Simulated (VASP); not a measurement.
# Zr4TiC5 (P1) in VASP: notebook

The runs below take Zr4TiC5 through single point, with PBE.

Everything below comes from runs of VASP 6.6.1. Logs are shortened: lines on timing, memory, paths and dates and some standing lists are left out, and cuts for length are marked.

## 1. The cell of the first run

The typed cell holds 20 atoms: a = 5.680 Å, b = 5.687 Å, c = 8.699 Å, α = 83.72°, β = 70.72°, γ = 70.74°.

## 2. Single point, PBE

The input, INCAR:

```
SYSTEM = Zr4TiC5
  PREC = Accurate
  ENCUT = 520
  EDIFF = 1E-7
  ISMEAR = 0
  SIGMA = 0.1
  LREAL = Auto
  LASPH = .True.
  NELM = 60
  ALGO = Normal
  ISIF = 2
  LWAVE = .False.
  LCHARG = .False.
  GGA = PE
  NBANDS = 96
  ISYM = 0
```

The input, KPOINTS:

```
Automatic mesh
0
Gamma
  3 3 2
  0 0 0.5
```

The input, POSCAR:

```
Zr4TiC5
1.0
    2.3321840532      2.3163691009      4.6325350195
   -2.3250841869     -2.3321064570      4.6368537644
    6.9779604186     -4.6426929888      2.3305407738
C Ti Zr
10 2 8
Direct
    0.9416881026      0.7511658406      0.5938946580
    0.8467123266      0.2560252069      0.7941168619
    0.3570766059      0.7452762319      0.7939908465
    0.7491953450      0.7506722077     -0.0007795011
    0.1414457092      0.7559199121      0.2044144647
    0.0361570126      0.2511399675      0.4048524154
    0.5565130665      0.7500926438      0.4046649314
    0.4620748327      0.2500548511      0.5937268796
    0.2491805034      0.2506393664     -0.0007124489
    0.6517206086      0.2452051664      0.2043047120
    0.7977315528      1.0004747839      0.4017342955
    0.7002155314      0.5007147434      0.5968438154
    0.2001619094      1.0006304219      0.5974105723
    0.1010513836      0.5005458361      0.7959014737
    0.6012888658      1.0006952398      0.7951379544
    0.9986937633      0.0007004952      0.9999340900
    0.3970831766      0.0007533889      0.2025590978
    0.2978492212      0.5007550047      0.4010205745
    0.4994367927      0.5006855509      0.9985770427
    0.8968156549      0.5005793529      0.2033828143
```

Potentials or basis: VASP PAW PBE potentials, release 64 (C, Ti_sv, Zr_sv).

On the command line:

```
cat potpaw_PBE.64/C/POTCAR potpaw_PBE.64/Ti_sv/POTCAR potpaw_PBE.64/Zr_sv/POTCAR > POTCAR
mpirun -np 1 vasp_std > vasp.out
```

OUTCAR:

```text
SYSTEM = Zr4TiC5
   PREC = Accurate
   ENCUT = 520
   EDIFF = 1E-7
   ISMEAR = 0
   LREAL = Auto
   LASPH = .True.
   NELM = 60
   ISIF = 2
   GGA = PE
   ISYM = 0

 ion  position               nearest neighbor table
   1  0.942  0.751  0.594-  11 2.26  12 2.27  15 2.31  18 2.31  13 2.36  14 2.36
   2  0.847  0.256  0.794-  12 2.29  14 2.32  15 2.32  19 2.32  13 2.33  16 2.38
   3  0.357  0.745  0.794-  12 2.28  14 2.32  15 2.32  19 2.33  13 2.33  16 2.38
   4  0.749  0.751  0.999-  16 2.32  19 2.32  14 2.34  17 2.34  15 2.35  20 2.35
   5  0.141  0.756  0.204-  11 2.28  17 2.32  20 2.32  16 2.33  18 2.33  19 2.38
   6  0.036  0.251  0.405-  12 2.25  11 2.27  13 2.31  20 2.31  17 2.36  18 2.36
   7  0.557  0.750  0.405-  12 2.26  11 2.27  20 2.31  13 2.31  18 2.36  17 2.37
   8  0.462  0.250  0.594-  11 2.25  12 2.27  15 2.31  18 2.31  14 2.36  13 2.36
   9  0.249  0.251  0.999-  19 2.32  16 2.32  17 2.34  14 2.35  15 2.35  20 2.35
  10  0.652  0.245  0.204-  11 2.29  17 2.32  20 2.32  16 2.32  18 2.33  19 2.38
  11  0.798  0.000  0.402-   8 2.25   1 2.26   7 2.27   6 2.27   5 2.28  10 2.29  15 3.23  13 3.26
                            13 3.27  17 3.27  20 3.27  20 3.28  17 3.28  18 3.29  18 3.29  16 3.30
  12  0.700  0.501  0.597-   6 2.25   7 2.26   8 2.27   1 2.27   3 2.28   2 2.29  20 3.23  18 3.26
                            14 3.27  18 3.27  15 3.27  15 3.28  14 3.28  13 3.29  13 3.29  19 3.30
  13  0.200  0.001  0.597-   7 2.31   6 2.31   2 2.33   3 2.33   8 2.36   1 2.36  17 3.24  11 3.26
                            15 3.27  18 3.27  11 3.27  18 3.27  14 3.28  15 3.28  14 3.28  12 3.29
  14  0.101  0.501  0.796-   2 2.32   3 2.32   4 2.34   9 2.35   8 2.36   1 2.36  18 3.24  12 3.27
                            13 3.28  13 3.28  12 3.28  19 3.29  15 3.29  15 3.29  19 3.30  16 3.30
  15  0.601  0.001  0.795-   1 2.31   8 2.31   3 2.32   2 2.32   9 2.35   4 2.35  11 3.23  13 3.27
                            12 3.27  13 3.28  12 3.28  14 3.29  14 3.29  19 3.30  16 3.30  19 3.30
  16  0.999  0.001  1.000-   4 2.32   9 2.32  10 2.32   5 2.33   3 2.38   2 2.38  17 3.29  19 3.29
                            19 3.29  17 3.30  15 3.30  20 3.30  14 3.30  11 3.30  20 3.30  14 3.30
  17  0.397  0.001  0.203-   5 2.32  10 2.32   4 2.34   9 2.34   6 2.36   7 2.37  13 3.24  11 3.27
                            18 3.28  18 3.28  11 3.28  16 3.29  20 3.29  20 3.29  16 3.30  19 3.30
  18  0.298  0.501  0.401-   1 2.31   8 2.31  10 2.33   5 2.33   6 2.36   7 2.36  14 3.24  12 3.26
                            20 3.27  13 3.27  12 3.27  13 3.27  17 3.28  20 3.28  17 3.28  11 3.29
  19  0.499  0.501  0.999-   9 2.32   4 2.32   2 2.32   3 2.33   5 2.38  10 2.38  14 3.29  16 3.29
                            16 3.29  15 3.30  20 3.30  14 3.30  17 3.30  12 3.30  15 3.30  17 3.30
  20  0.897  0.501  0.203-   7 2.31   6 2.31  10 2.32   5 2.32   9 2.35   4 2.35  12 3.23  18 3.27
                            11 3.27  18 3.28  11 3.28  17 3.29  17 3.29  19 3.30  16 3.30  16 3.30

IMPORTANT INFORMATION: All symmetrisations will be switched off!
NOSYMM: (Re-)initialisation of all symmetry stuff for point group C_1.

----------------------------------------------------------------------------------------

                                     Primitive cell

[... 130 lines left out ...]
     AMIX_MAG =   1.60;   BMIX_MAG =  1.00
  volume/ion in A,a.u.               =      12.52        84.50
  Fermi-wavevector in a.u.,A,eV,Ry     =   1.410013  2.664538 27.050237  1.988136
  Thomas-Fermi vector in A             =   2.532010
   LORBIT       =      0    0 simple, 1 ext, 2 COOP (PROOUT), +10 PAW based schemes
   GGA     = PE    functional components
   LHFCALC =     F    Hartree Fock is set to
   AEXX    =    0.0000 exact exchange contribution
   IVDW    =     0    specifies the selected vdW correction
   LEPSILON=     F    determine dielectric tensor
   LRPA    =     F    only Hartree local field effects (RPA)
 non-spin polarized calculation
 Gauss-broadening in eV      SIGMA  =   0.10
  energy-cutoff  :      520.00
  volume of cell :      250.42
 maximum number of plane-waves:      6757
 NGX is ok and might be reduce to    42
   NGX = 21   NGY = 21   NGZ = 33

 number of electron     160.0000007 magnetization

 Free energy of the ion-electron system (eV)
  ---------------------------------------------------
  ext. energy  EPLUGINS =         0.00000000
  ---------------------------------------------------
  free energy    TOTEN  =      -192.28411015 eV

  energy without entropy =     -192.27326642  energy(sigma->0) =     -192.27868829

 E-fermi :   9.5066     XC(G=0): -12.1853

 val. band max:        9.4481863128   @ k =   0.0000  -0.0000   0.2500
 cond. band min:       9.5939648394   @ k =  -0.3333   0.3333   0.2500
 fundamental gap:      0.1457785266
 Fermi energy:         9.5065913646

 k-point     1 :       0.0000   -0.0000    0.2500
  band No.  band energies     occupation
      1     -47.4154      2.00000
      2     -47.4050      2.00000
      3     -38.5716      2.00000
      4     -38.5247      2.00000
      5     -38.4839      2.00000
      6     -38.4771      2.00000
[... 844 lines left out ...]
     91      12.2174      0.00000
     92      12.5290      0.00000
 [bands above 92 left out]

------------------------ aborting loop because EDIFF is reached ----------------------------------------

  FORCE on cell =-STRESS in cart. coord.  units (eV):
  Direction    XX          YY          ZZ          XY          YZ          ZX
  --------------------------------------------------------------------------------------
  -------------------------------------------------------------------------------------
  Total        0.2409155      0.2546663      0.2324648      0.0431999      0.0217871      0.0450426
  in kB        1.5413457      1.6293216      1.4872792      0.2763871      0.1393911      0.2881766
  external PRESSURE =       1.5526488 kB  Pullay stress =       0.0000000 kB

 VOLUME and BASIS-vectors are now :
 -----------------------------------------------------------------------------
  energy-cutoff  :      520.00
  volume of cell :      250.42
      direct lattice vectors                 reciprocal lattice vectors
     2.332184053  2.316369101  4.632535019     0.064260797  0.150842363  0.108088855
    -2.325084187 -2.332106457  4.636853764    -0.107441279 -0.107379646  0.107781966
     6.977960419 -4.642692989  2.330540774     0.086031152 -0.086194079 -0.000212234

 POSITION                                       TOTAL-FORCE (eV/Angst)
 -----------------------------------------------------------------------------------
      4.59384     -2.32777      9.22954        -0.002996     -0.000402      0.001164
      6.92072     -2.32262      6.96030        -0.002908     -0.006188     -0.001202
      4.64038     -4.59720      6.96033         0.000360     -0.007206     -0.003982
      6.97441     -4.65431      9.28016        -0.004157     -0.002685     -0.006324
     -0.00130     -2.38428      4.63674        -0.005483     -0.004262     -0.009241
      2.32545     -2.38154      2.27552        -0.004171     -0.003476      0.001266
[... 12 lines left out ...]
      6.96867     -4.64686      6.96249         0.000739      0.001788      0.001844
      2.34685     -0.03429      6.94964         0.007706     -0.002373      0.005141
 -----------------------------------------------------------------------------------
    total drift:                               -0.005162      0.003162     -0.009974

  FREE ENERGIE OF THE ION-ELECTRON SYSTEM (eV)
  ---------------------------------------------------
  free  energy   TOTEN  =      -192.2841101527 eV

  energy  without entropy=     -192.2732664196  energy(sigma->0) =     -192.27868829
```

OSZICAR:

```text
N       E                     dE             d eps       ncg     rms          rms(c)
DAV:   1     0.191639834373E+04    0.19164E+04   -0.80895E+04  1728   0.176E+03
DAV:   2     0.638416222313E+02   -0.18526E+04   -0.17832E+04  1784   0.531E+02
DAV:   3    -0.207127930053E+03   -0.27097E+03   -0.26011E+03  2496   0.176E+02
[... 12 lines left out ...]
DAV:  16    -0.192284107580E+03    0.40351E-04   -0.17708E-04  2608   0.489E-02    0.113E-02
DAV:  17    -0.192284111057E+03   -0.34768E-05   -0.17905E-05  2432   0.133E-02    0.686E-03
DAV:  18    -0.192284110805E+03    0.25175E-06   -0.39546E-06  2200   0.714E-03    0.379E-03
DAV:  19    -0.192284110220E+03    0.58523E-06   -0.66250E-07  1880   0.298E-03    0.150E-03
DAV:  20    -0.192284110153E+03    0.66893E-07   -0.75559E-08  1248   0.120E-03
   1 F= -.19228411E+03 E0= -.19227869E+03  d E =-.108437E-01
```

stdout:

```text
POSCAR found type information on POSCAR C TiZr
 POSCAR found :  3 types and      20 ions
 scaLAPACK will be used
 LDA part: xc-table for (Slater+PW92), standard interpolation
 POSCAR, INCAR and KPOINTS ok, starting setup
 FFT: planning ... GRIDC
 FFT: planning ... GRID_SOFT
 FFT: planning ... GRID
 WAVECAR not read
 entering main loop
```

Wall time 6.2 min (1 thread of Intel Xeon 6975P-C (Granite Rapids), shared host); peak memory 0.4 GiB.

Results:

- Free energy: -192.2841 eV
- Pressure: 0.2 GPa
- Largest force: 0.012 eV/Å
- Band gap on the k mesh: zero (bands 80 and 81 overlap by 0.40 eV)

Forces in eV/Å, atoms in the order of the input:
```
C   -0.003  0.000  0.001
C   -0.003 -0.006 -0.001
C    0.000 -0.007 -0.004
C   -0.004 -0.003 -0.006
C   -0.005 -0.004 -0.009
C   -0.004 -0.003  0.001
C   -0.002  0.003 -0.004
C   -0.002  0.012  0.001
C   -0.011  0.000 -0.006
C    0.002 -0.008 -0.003
Ti  -0.007  0.000  0.009
Ti   0.010  0.003  0.002
Zr   0.011 -0.002  0.004
Zr  -0.002 -0.001  0.003
Zr  -0.005  0.007  0.003
Zr   0.004  0.008 -0.002
Zr   0.008 -0.001  0.005
Zr   0.007  0.002 -0.001
Zr   0.001  0.002  0.002
Zr   0.008 -0.002  0.005
```

Levels at points of the mesh, in eV from the Fermi level:
```csv
k point,band 78,band 79,band 80,band 81,band 82,band 83
"(0.00, 0.00, 0.25)",-0.06,0.11,0.16,0.23,0.93,1.46
```

Caveat: the k points lie up to 0.41 Å⁻¹ apart.

## 3. Single point, PBE

The input, INCAR:

```
SYSTEM = Zr4TiC5
  ALGO = Normal
  EDIFF = 1E-6
  ENCUT = 520
  GGA = PE
  ISIF = 2
  ISMEAR = 0
  ISYM = 0
  LASPH = .True.
  LCHARG = .False.
  LREAL = Auto
  LWAVE = .False.
  NBANDS = 96
  NELM = 100
  PREC = Accurate
  SIGMA = 0.1
```

KPOINTS is that of step 2.

The input, POSCAR:

```
Zr4TiC5
1.0
    2.3362098156      2.3213779970      4.6293688053
   -2.3256475563     -2.3331669067      4.6299821305
    6.9847816041     -4.6468471125      2.3286538832
C Ti Zr
10 2 8
Direct
    0.9444506196      0.7451909686      0.6003467441
    0.8465288811      0.2562727521      0.7949552316
    0.3572718554      0.7449841139      0.7949915768
    0.7409782761      0.7563499586      0.0055507955
    0.1540670452      0.7558826601      0.2001289491
    0.0489682439      0.2507859819      0.4003928600
    0.5491406837      0.7507453523      0.4001008811
    0.4539397717      0.2559146511      0.6002589556
    0.2519131822      0.2450243221      1.0053937432
    0.6445829330      0.2452016487      0.2002086822
    0.3996492946      0.0003796927      0.1996572554
    0.6992856072      0.5003839387      0.6007589131
    0.2003940327      1.0006262740      0.5979850683
    0.0998569078      0.5005998340      0.7993224361
    0.5995638985      1.0006021718      0.7996153028
   -0.0013068653      0.0006098379      0.0011071340
    0.2991721924      0.5006895992      0.4001401327
    0.7992566285      0.0005852909      0.4002775564
    0.4988932336      0.5005247036      1.0008002690
    0.8981469395      0.5005358474      0.2024489752
```

Potentials or basis: VASP PAW PBE potentials, release 64 (C, Ti_sv, Zr_sv).

On the command line:

```
cat potpaw_PBE.64/C/POTCAR potpaw_PBE.64/Ti_sv/POTCAR potpaw_PBE.64/Zr_sv/POTCAR > POTCAR
mpirun -np 1 vasp_std > vasp.out
```

Run time: 4.5 min. Hardware: 1 thread of Intel Xeon 6975P-C (Granite Rapids), shared host; peak memory 0.4 GiB.

Results (log left out):

| Property | Result |
| --- | --- |
| Free energy | -192.2045 eV |
| Pressure | 0.2 GPa |
| Largest force | 0.016 eV/Å |
| Band gap on the k mesh | zero (bands 80 and 81 overlap by 0.40 eV) |

Forces in eV/Å, atoms in the order of the input:
```
C    0.000 -0.003  0.008
C    0.003  0.000  0.002
C    0.000  0.001  0.003
C    0.005  0.006 -0.004
C   -0.003  0.006 -0.001
C   -0.007  0.003 -0.003
C    0.003 -0.001 -0.001
C    0.000 -0.004 -0.004
C    0.000 -0.003 -0.004
C   -0.004  0.000  0.000
Ti  -0.001 -0.010  0.006
Ti  -0.015  0.004 -0.003
Zr  -0.002  0.008 -0.001
Zr   0.003  0.004  0.000
Zr  -0.001  0.005  0.000
Zr  -0.001 -0.005 -0.002
Zr   0.001 -0.002  0.000
Zr   0.010  0.004 -0.001
Zr   0.006 -0.005  0.003
Zr   0.004 -0.008  0.000
```

Stress tensor (GPa, compression positive):
```
 0.11  0.04 -0.02
 0.04  0.13 -0.02
-0.02 -0.02  0.24
```

Levels at points of the mesh, in eV from the Fermi level:
```
           k point  band 76  band 77  band 78  band 79  band 80  band 81  band 82  band 83  band 84  band 85
(0.00, 0.00, 0.25)    -1.34    -0.43    -0.06     0.11     0.17     0.23     0.96     1.45     1.49     1.67
```

Caveat: the k points lie up to 0.41 Å⁻¹ apart.

## 4. Single point, PBE

The input, INCAR:

```
PREC     = Accurate       # precision mode
ENCUT    = 520            # plane-wave cutoff, eV
EDIFF    = 1E-7           # SCF threshold, eV
ISMEAR   = 0              # smearing method
SIGMA    = 0.1            # smearing width, eV
LREAL    = Auto         
LASPH    = True           # aspherical terms in the spheres
NELM     = 60             # most SCF steps
ALGO     = Normal         # electronic algorithm
ISIF     = 2              # what is computed and relaxed
LWAVE    = False          # write WAVECAR
LCHARG   = True           # write CHGCAR
GGA      = PE             # functional
LELF     = True           # ELF
LVHAR    = True         
NBANDS   = 96             # bands
ISYM     = 0
```

KPOINTS is that of step 3.

The input, POSCAR:

```
Zr4TiC5
1.0
    2.3328238530      2.3167857528      4.6327132462
   -2.3247240416     -2.3318695156      4.6362052220
    6.9780004902     -4.6420799045      2.3308463570
C Ti Zr
10 2 8
Direct
    0.9567974078      0.7498220923      0.6056966981
    0.8624729963      0.2497015181      0.7947094541
    0.3420662643      0.7507922056      0.7949417232
    0.7571753911      0.7450635201     -0.0048395136
    0.1494573200      0.7502158237      0.2002955275
    0.0517971016      0.2449147374      0.4053973882
    0.5415216213      0.7555184216      0.4055194012
    0.4363860976      0.2507843532      0.6058996353
    0.2469017193      0.2557488211      0.9951544860
    0.6494301028      0.2502063957      0.2002901647
    0.1979343980      1.0000880013      0.6027849208
    0.1008382353      0.5001973292      0.7978626414
    0.6005387372      1.0002126935      0.7985224516
    1.0015683841      0.0002923484     -0.0038178228
    0.3990167519      0.0002002137      0.2009917619
    0.2970977433      0.5001438972      0.4044995114
    0.7973044364      1.0003951690      0.4036576722
    0.6982126874      0.5003020660      0.6021025072
    0.5013262966      0.5002150979     -0.0030046087
    0.8997230056      0.5002619685      0.1996585501
```

On the command line:

```
cat potpaw_PBE.64/C/POTCAR potpaw_PBE.64/Ti_sv/POTCAR potpaw_PBE.64/Zr_sv/POTCAR > POTCAR
mpirun -np 1 vasp_std > vasp.out
```

It took 5.4 min on 1 thread of Intel Xeon 6975P-C (Granite Rapids), shared host; peak memory 0.41 GiB.

It converged, with:

- Free energy: -192.2838 eV
- Pressure: 0.2 GPa
- Largest force: 0.013 eV/Å
- Band gap on the k mesh: zero (bands 80 and 81 overlap by 0.40 eV)

Forces on the atoms (eV/Å):
```
C   -0.005  0.005 -0.009
C    0.009 -0.002 -0.009
C   -0.001 -0.001 -0.007
C    0.000  0.005  0.000
C    0.000 -0.010 -0.002
C    0.007  0.000  0.002
C   -0.001 -0.004  0.007
C   -0.007 -0.002  0.001
C    0.003 -0.001  0.001
C    0.001 -0.009  0.001
Ti  -0.008  0.006  0.008
Ti   0.003  0.001  0.005
Zr   0.003  0.000 -0.001
Zr  -0.004  0.004  0.004
Zr  -0.001  0.000 -0.002
Zr  -0.001 -0.001  0.002
Zr   0.006  0.005 -0.001
Zr  -0.001 -0.002  0.000
Zr  -0.001  0.005 -0.001
Zr  -0.002  0.001 -0.001
```

Levels at points of the mesh, in eV from the Fermi level:
```csv
k point,band 78,band 79,band 80,band 81,band 82,band 83
"(0.00, 0.00, 0.25)",-0.06,0.11,0.16,0.23,0.93,1.46
```

Caveat: the k points lie up to 0.41 Å⁻¹ apart.

(Part 1 of 2 ends here.)
